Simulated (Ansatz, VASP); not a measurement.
## One calculation of MgO, two programs

```xyz
2
Lattice="0.0000 2.1544 2.1544 2.1544 0.0000 2.1544 2.1544 2.1544 0.0000" Properties=species:S:1:pos:R:3 pbc="T T T"
Mg    0.0000    0.0000    0.0000
O     2.1544    2.1544    2.1544
```

Alike in both runs: task relaxation of cell and atoms; functional PBEsol; k mesh 15 × 15 × 15; occupations fermi-dirac, width 0.05 eV; no spin polarisation.

|  | VASP | Ansatz |
| --- | --- | --- |
| version | VASP 6.6.1 | Ansatz 0.2.0 |
| potentials or method | VASP PAW PBE potentials, release 64 (Mg, O) | PAW with Ansatz's default frozen-core files, scalar-relativistic |
| plane-wave cutoff (eV) | 600 | 420 |
| valence electrons in the cell | 8 | 16 |

Ansatz gave:

| Item | Value |
| --- | --- |
| relaxed volume (Å³/atom) | 9.36 |
| relaxed cell length with the largest relative difference (Å) | 2.980 |

Question: Which values does VASP return?

Answer: Relaxed volume (Å³/atom): 9.31; relaxed cell length with the largest relative difference (Å): 2.975.

VASP's potentials were made for PBE, not for PBEsol. VASP's potentials hold 8 valence electrons a cell and Ansatz's 16, so a difference there can come from the potentials and not from the codes.
